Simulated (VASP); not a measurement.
The system is Sn2As2Se.

```
CELL_PARAMETERS angstrom
2.41162 -4.91866 0.00000
2.41162 4.91866 0.00000
0.00000 0.00000 6.06349
ATOMIC_POSITIONS crystal
Sn 0.74813 0.74813 0.00000
Sn 0.25187 0.25187 0.00000
As 0.00000 0.50000 0.00000
As 0.50000 0.00000 0.00000
Se 0.50000 0.50000 0.50000
```

- Program: VASP 6.6.1
- Task: relaxation of cell and atoms
- Functional: PBE
- Potentials or basis: VASP PAW PBE potentials, release 64 (Sn_d, As, Se)
- Cutoff: 600 eV
- k mesh: 4 × 4 × 4
- Occupations: gaussian, width 0.1 eV
- Spin: no spin polarisation

At the start: pressure 19.9 GPa; volume 28.77 Å³/atom.

**Question.** Where does the relaxation end?

**Answer.** Over 11 steps the energy falls by 837.0 meV/atom and the volume is 32.15 Å³/atom (+11.8 %); space group Cmmm (No. 65, to 0.05 Å).

The path:
```tsv
step	energy change (eV)	largest force (eV/Å)	pressure (GPa)	volume (Å³)
1	0.0000	0.3472	19.94	143.85
2	-2.5588	0.5943	-6.04	224.97
3	-3.5699	0.3716	-2.42	185.44
4	-3.9613	0.1400	-1.68	174.47
5	-4.1335	0.5626	-0.59	165.89
6	-3.7835	1.8524	4.29	148.56
7	-4.1520	0.7131	-0.12	163.17
8	-4.1536	0.7674	0.07	162.20
9	-4.1846	0.0053	-0.05	160.96
10	-4.1846	0.0295	-0.05	161.01
11	-4.1852	0.0003	0.02	160.76
```

Final structure:
```xyz
5
Lattice="2.8356 -5.6131 0.0000 2.8356 5.6131 0.0000 0.0000 0.0000 5.0501" Properties=species:S:1:pos:R:3 pbc="T T T"
Sn    4.2598    0.0000    0.0000
Sn    1.4114    0.0000    0.0000
As    4.2534   -2.8065    0.0000
As    1.4178   -2.8065    0.0000
Se    2.8356    0.0000    2.5250
```

Caveat: the k points lie up to 0.31 Å⁻¹ apart in the final cell.
